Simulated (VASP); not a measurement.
Crystal: Sn.

```
Sn
1.0
     0.00000    3.15177    3.40960
     3.15177    0.00000    3.40960
     3.15177    3.15177    0.00000
Sn
2
Direct
  0.00000 0.00000 0.00000
  0.25000 0.25000 0.25000
```

This cell differs from its parent crystal: epitaxial xy strain -4.0%.

Base run:

```yaml
Program: VASP 6.6.1
Functional: PBE
Potentials_or_basis: VASP PAW PBE potentials, release 64 (Sn_d)
Cutoff: 500 eV
k_mesh: 6 × 6 × 6
Occupations: fermi-dirac, width 0.02 eV
Spin: no spin polarisation
```

Its results: band gap on the k mesh zero (bands 14 and 15 overlap by 0.35 eV); pressure 3.6 GPa.

Q: The run is repeated on the same cell with these changes: functional from PBE to r2SCAN; cutoff from 500 eV to 550 eV. What comes out?

A: Band gap on the k mesh zero (bands 14 and 15 overlap by 0.14 eV); pressure 2.1 GPa.

Caveats: spin-orbit coupling is left out, which moves the levels of the heavy elements; the cell stands under pressure (at least some runs); the PAW data sets were made with another functional, which shifts forces and pressure a little (at least some runs).
